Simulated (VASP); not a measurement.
# BAs (F-43m) in VASP: a series of runs

The runs below take BAs through single point, with LDA.

All numbers are computed with VASP 6.6.1; they aren't measurements. Logs are shortened: lines on timing, memory, paths and dates and some standing lists are left out, and cuts for length are marked.

**1. The cell of the first run**

Symmetry: F-43m, No. 216, cubic system. The conventional cell has a = 4.809 Å, b = 4.809 Å, c = 4.809 Å, α = 90.00°, β = 90.00°, γ = 90.00°. B (site symmetry -43m) has 4 As at 2.08 Å within 2.8 Å. Within 2.8 Å of As (site symmetry -43m) lie 4 B at 2.08 Å.

**2. Single point, LDA (volume scaled by 1.02)**

File INCAR:

```
SYSTEM = BAs
ALGO = Normal
EDIFF = 1E-6
ENCUT = 520
GGA = CA
ISIF = 2
ISMEAR = -1
LASPH = .TRUE.
LCHARG = .FALSE.
LREAL = .FALSE.
LWAVE = .FALSE.
NBANDS = 11
NELM = 60
PREC = Accurate
SIGMA = 0.05
```

File KPOINTS:

```
k-points
0
G
  13 13 13
  0 0 0
```

File POSCAR:

```
BAs
1.0
    0.0000000000      2.4043183418      2.4043183418
    2.4043183418      0.0000000000      2.4043183418
    2.4043183418      2.4043183418      0.0000000000
B As
1 1
Direct
    0.0000000000      0.0000000000      0.0000000000
    0.7500000000      0.7500000000      0.7500000000
```

Potentials or basis: VASP PAW LDA potentials, release 64 (B, As).

On the command line:

```sh
$ cat potpaw_LDA.64/B/POTCAR potpaw_LDA.64/As/POTCAR > POTCAR
$ mpirun -np 1 vasp_std > vasp.out
```

OUTCAR:

```text
SYSTEM = BAs
   EDIFF = 1E-6
   ENCUT = 520
   GGA = CA
   ISIF = 2
   ISMEAR = -1
   LASPH = .TRUE.
   LREAL = .FALSE.
   NELM = 60
   PREC = Accurate

 ion  position               nearest neighbor table
   1  0.000  0.000  0.000-   2 2.08   2 2.08   2 2.08   2 2.08
   2  0.750  0.750  0.750-   1 2.08   1 2.08   1 2.08   1 2.08

  LATTYP: Found a face centered cubic cell.
 ALAT       =     4.8086366836

  Lattice vectors:

 A1 = (   0.0000000000,   2.4043183418,   2.4043183418)
 A2 = (   2.4043183418,   0.0000000000,   2.4043183418)
 A3 = (   2.4043183418,   2.4043183418,   0.0000000000)

Analysis of symmetry for initial positions (statically):
=====================================================================
 Subroutine PRICEL returns:
 Original cell was already a primitive cell.

 Routine SETGRP: Setting up the symmetry group for a
 face centered cubic supercell.

 Subroutine GETGRP returns: Found 24 space group operations
 (whereof 24 operations were pure point group operations)
 out of a pool of 48 trial point group operations.

The static configuration has the point symmetry T_d .

Analysis of symmetry for dynamics (positions and initial velocities):
=====================================================================
 Subroutine PRICEL returns:
 Original cell was already a primitive cell.

 Routine SETGRP: Setting up the symmetry group for a
 face centered cubic supercell.

 Subroutine GETGRP returns: Found 24 space group operations
 (whereof 24 operations were pure point group operations)
 out of a pool of 48 trial point group operations.

The dynamic configuration has the point symmetry T_d .

 Subroutine INISYM returns: Found 24 space group operations
 (whereof 24 operations are pure point group operations),
 and found     1 'primitive' translations

----------------------------------------------------------------------------------------

                                     Primitive cell

  volume of cell :      27.7975

  direct lattice vectors                    reciprocal lattice vectors
     0.000000000  2.404318342  2.404318342    -0.207959151  0.207959151  0.207959151
     2.404318342  0.000000000  2.404318342     0.207959151 -0.207959151  0.207959151
     2.404318342  2.404318342  0.000000000     0.207959151  0.207959151 -0.207959151

  length of vectors
     3.400219607  3.400219607  3.400219607     0.360195815  0.360195815  0.360195815

  position of ions in fractional coordinates (direct lattice)
     0.000000000  0.000000000  0.000000000
     0.750000000  0.750000000  0.750000000

  ion indices of the primitive-cell ions
   primitive index   ion index
                 1           1
                 2           2

----------------------------------------------------------------------------------------

 KPOINTS: k-points

Automatic generation of k-mesh.
 Grid dimensions read from file:
 generate k-points for:   13   13   13

 Generating k-lattice:

  Cartesian coordinates                     Fractional coordinates (reciprocal lattice)
    -0.015996858  0.015996858  0.015996858     0.076923077  0.000000000  0.000000000
     0.015996858 -0.015996858  0.015996858     0.000000000  0.076923077  0.000000000
     0.015996858  0.015996858 -0.015996858     0.000000000  0.000000000  0.076923077

  Length of vectors
     0.027707370  0.027707370  0.027707370

  Shift w.r.t. Gamma in fractional coordinates (k-lattice)
     0.000000000  0.000000000  0.000000000

 Subroutine IBZKPT returns following result:
 ===========================================

 Found     84 irreducible k-points:

 Following reciprocal coordinates:
            Coordinates               Weight
  0.000000  0.000000  0.000000      1.000000
  0.076923  0.000000  0.000000      8.000000
  0.153846  0.000000  0.000000      8.000000
  0.230769  0.000000  0.000000      8.000000
  0.307692  0.000000  0.000000      8.000000
  0.384615  0.000000  0.000000      8.000000
[... 16 lines left out ...]
  0.384615  0.153846  0.000000     24.000000
  0.461538  0.153846  0.000000     24.000000
 [... further k-points ...]
   k-points           NKPTS =     84   k-points in BZ     NKDIM =     84   number of bands    NBANDS=     11
   number of dos      NEDOS =    301   number of ions     NIONS =      2
   total plane-waves  NPLWV =  21952
   dimension x,y,z NGX =    28 NGY =   28 NGZ =   28
   dimension x,y,z NGXF=    56 NGYF=   56 NGZF=   56
   ions per type =               1   1
   NGX,Y,Z   is equivalent  to a cutoff of  13.69, 13.69, 13.69 a.u.
   NGXF,Y,Z  is equivalent  to a cutoff of  27.38, 27.38, 27.38 a.u.
 SYSTEM =  BAs
   PREC   = accura    normal or accurate (medium, high low for compatibility)
   ISTART =      0    job   : 0-new  1-cont  2-samecut
   ICHARG =      2    charge: 1-file 2-atom 10-const
   ISPIN  =      1    spin polarized calculation?
   LNONCOLLINEAR =      F non collinear calculations
   LSORBIT =      F    spin-orbit coupling
   LASPH  =      T    aspherical Exc in radial PAW
   ENCUT  =  520.0 eV  38.22 Ry    6.18 a.u.   6.32  6.32  6.32*2*pi/ulx,y,z
   NELM   =     60;   NELMIN=  2; NELMDL= -5     # of ELM steps
   EDIFF  = 0.1E-05   stopping-criterion for ELM
   LREAL  =      F    real-space projection
   EDIFFG = 0.1E-04   stopping-criterion for IOM
   NSW    =      0    number of steps for IOM
   IBRION =     -1    ionic relax: 0-MD 1-quasi-New 2-CG
   NFREE  =      0    steps in history (QN), initial steepest desc. (CG)
   ISIF   =      2    stress and relaxation
   ISYM   =      2    0-nonsym 1-usesym 2-fastsym
   POTIM  = 0.5000    time-step for ionic-motion
   TEBEG  =    0.0;   TEEND  =   0.0 temperature during run
   PSTRESS=    0.0 pullay stress
   NELECT =       8.0000    total number of electrons
   NUPDOWN=      -1.0000    fix difference up-down
   EMIN   =  10.00;   EMAX   =-10.00  energy-range for DOS
   EFERMI =   0.00;   METHOD = LEGACY
   ISMEAR =    -1;   SIGMA  =   0.05  broadening in eV -4-tet -1-fermi 0-gaus
   EFERMI_NEDOS =   21; number of points for ismear=-14 and -15
   IALGO  =     38    algorithm
   IMIX   =      4    mixing-type and parameters
     AMIX     =   0.40;   BMIX     =  1.00
     AMIX_MAG =   1.60;   BMIX_MAG =  1.00
  volume/ion in A,a.u.               =      13.90        93.79
  Fermi-wavevector in a.u.,A,eV,Ry     =   1.080860  2.042530 15.895126  1.168259
  Thomas-Fermi vector in A             =   2.216862
   LORBIT       =      0    0 simple, 1 ext, 2 COOP (PROOUT), +10 PAW based schemes
   GGA     = CA    functional components
   LHFCALC =     F    Hartree Fock is set to
   AEXX    =    0.0000 exact exchange contribution
   IVDW    =     0    specifies the selected vdW correction
   LEPSILON=     F    determine dielectric tensor
   LRPA    =     F    only Hartree local field effects (RPA)
 non-spin polarized calculation
  energy-cutoff  :      520.00
  volume of cell :       27.80
 maximum number of plane-waves:       763
 NGX is ok and might be reduce to    28
   NGX = 13   NGY = 13   NGZ = 13

 number of electron       8.0000000 magnetization

 Free energy of the ion-electron system (eV)
  ---------------------------------------------------
  ext. energy  EPLUGINS =         0.00000000
  ---------------------------------------------------
  free energy    TOTEN  =       -12.90646628 eV

  energy without entropy =      -12.90646621  energy(sigma->0) =      -12.90646625

 E-fermi :   6.4909     XC(G=0): -10.7018

 val. band max:        5.9351654101   @ k =   0.0000   0.0000   0.0000
 cond. band min:       7.0797355145   @ k =   0.3846   0.3846   0.0000
 fundamental gap:      1.1445701044
 Fermi energy:         6.4908813830

 k-point     1 :       0.0000    0.0000    0.0000
  band No.  band energies     occupation
      1      -9.2637      2.00000
      2       5.9352      1.99997
      3       5.9352      1.99997
      4       5.9352      1.99997
      5       9.1594      0.00000
      6       9.1594      0.00000
      7       9.1594      0.00000
      8      10.3767      0.00000
      9      15.1937      0.00000
     10      18.8861      0.00000
     11      18.8861      0.00000

 k-point     2 :       0.0769    0.0000    0.0000
  band No.  band energies     occupation
      1      -9.1684      2.00000
      2       5.0384      2.00000
      3       5.7504      2.00000
      4       5.7504      2.00000
      5       9.2674      0.00000
      6       9.4019      0.00000
      7       9.4019      0.00000
      8      10.9406      0.00000
      9      15.5806      0.00000
     10      18.0641      0.00000
     11      18.0641      0.00000

 k-point     3 :       0.1538    0.0000    0.0000
  band No.  band energies     occupation
      1      -8.8855      2.00000
      2       3.3246      2.00000
      3       5.3430      2.00000
      4       5.3430      2.00000
      5       9.1514      0.00000
      6       9.9331      0.00000
      7       9.9331      0.00000
      8      12.1604      0.00000
      9      16.4629      0.00000
     10      17.2662      0.00000
     11      17.2662      0.00000

 k-point     4 :       0.2308    0.0000    0.0000
  band No.  band energies     occupation
      1      -8.4252      2.00000
      2       1.5150      2.00000
      3       4.9103      2.00000
      4       4.9103      2.00000
      5       8.9329      0.00000
      6      10.4223      0.00000
      7      10.4223      0.00000
      8      13.3447      0.00000
      9      16.9149      0.00000
     10      17.0500      0.00000
     11      17.0500      0.00000
[... 239 lines left out ...]
 k-point    22 :       0.3077    0.1538    0.0000
  band No.  band energies     occupation
      1      -7.9082      2.00000
      2       0.9835      2.00000
      3       3.6411      2.00000
      4       3.6601      2.00000
      5       8.6381      0.00000
      6      11.0056      0.00000
      7      12.2349      0.00000
      8      12.2891      0.00000
      9      16.5060      0.00000
     10      18.6673      0.00000
     11      19.3946      0.00000

 k-point    23 :       0.3846    0.1538    0.0000
  band No.  band energies     occupation
      1      -7.2682      2.00000
      2      -0.5290      2.00000
      3       3.1528      2.00000
      4       3.4598      2.00000
      5       8.8519      0.00000
      6      11.1483      0.00000
      7      12.3278      0.00000
      8      12.6787      0.00000
      9      17.2434      0.00000
     10      19.0470      0.00000
     11      20.0779      0.00000

 k-point    24 :       0.4615    0.1538    0.0000
  band No.  band energies     occupation
      1      -6.6019      2.00000
      2      -1.7645      2.00000
      3       2.7113      2.00000
      4       3.4396      2.00000
      5       8.9334      0.00000
      6      11.1546      0.00000
      7      12.1327      0.00000
      8      13.6939      0.00000
      9      17.4116      0.00000
     10      19.7084      0.00000
     11      20.7385      0.00000

 [... further k-points ...]
[... 5 lines left out ...]
  --------------------------------------------------------------------------------------
  -------------------------------------------------------------------------------------
  Total       -0.9791191     -0.9791191     -0.9791191      0.0000000     -0.0000000     -0.0000000
  in kB      -56.4339156    -56.4339156    -56.4339156      0.0000000     -0.0000000     -0.0000000
  external PRESSURE =     -56.4339156 kB  Pullay stress =       0.0000000 kB

 VOLUME and BASIS-vectors are now :
 -----------------------------------------------------------------------------
  energy-cutoff  :      520.00
  volume of cell :       27.80
      direct lattice vectors                 reciprocal lattice vectors
     0.000000000  2.404318342  2.404318342    -0.207959151  0.207959151  0.207959151
     2.404318342  0.000000000  2.404318342     0.207959151 -0.207959151  0.207959151
     2.404318342  2.404318342  0.000000000     0.207959151  0.207959151 -0.207959151

 POSITION                                       TOTAL-FORCE (eV/Angst)
 -----------------------------------------------------------------------------------
      0.00000      0.00000      0.00000         0.000000      0.000000      0.000000
      3.60648      3.60648      3.60648        -0.000000     -0.000000     -0.000000
 -----------------------------------------------------------------------------------
    total drift:                                0.000000      0.000000      0.000000

  FREE ENERGIE OF THE ION-ELECTRON SYSTEM (eV)
  ---------------------------------------------------
  free  energy   TOTEN  =       -12.9064662816 eV

  energy  without entropy=      -12.9064662144  energy(sigma->0) =      -12.90646625
```

Wall time 27 s (1 thread of Intel Xeon 6975P-C, shared host); peak memory 0.16 GiB.

Results:

| Item | Value |
| --- | --- |
| Free energy | -12.9065 eV |
| Pressure | -5.6 GPa |
| Band gap on the k mesh | 1.14 eV, indirect (least direct gap 3.22 eV) |

(Continued in part 2 of 2.)
